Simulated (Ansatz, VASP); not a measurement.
# Al2Au in VASP and in Ansatz

```xyz
3
Lattice="0.0000 2.9799 2.9799 2.9799 0.0000 2.9799 2.9799 2.9799 0.0000" Properties=species:S:1:pos:R:3 pbc="T T T"
Al    1.4899    1.4899    1.4899
Al    4.4698    4.4698    4.4698
Au    0.0000    0.0000    0.0000
```

Change from the starting cell: volume scaled by 0.98.

Alike in both runs: task single point; functional LDA; k mesh 11 × 11 × 11; occupations fermi-dirac, width 0.05 eV; no spin polarisation.

```csv
,VASP,Ansatz
version,VASP 6.6.1,Ansatz 0.2.0
potentials or method,"VASP PAW LDA potentials, release 64 (Al, Au), cutoff 520 eV","all-electron LAPW, scalar-relativistic"
```

VASP gave:

| Property | Result |
| --- | --- |
| pressure (GPa) | 0.0 |

Which values does Ansatz return?

Pressure (GPa): -0.2.

LDA's correlation is that of Perdew and Zunger in VASP and of Perdew and Wang (1992) in Ansatz. Ansatz ran all-electron here, and VASP with PAW potentials.

Spin-orbit coupling is off throughout.
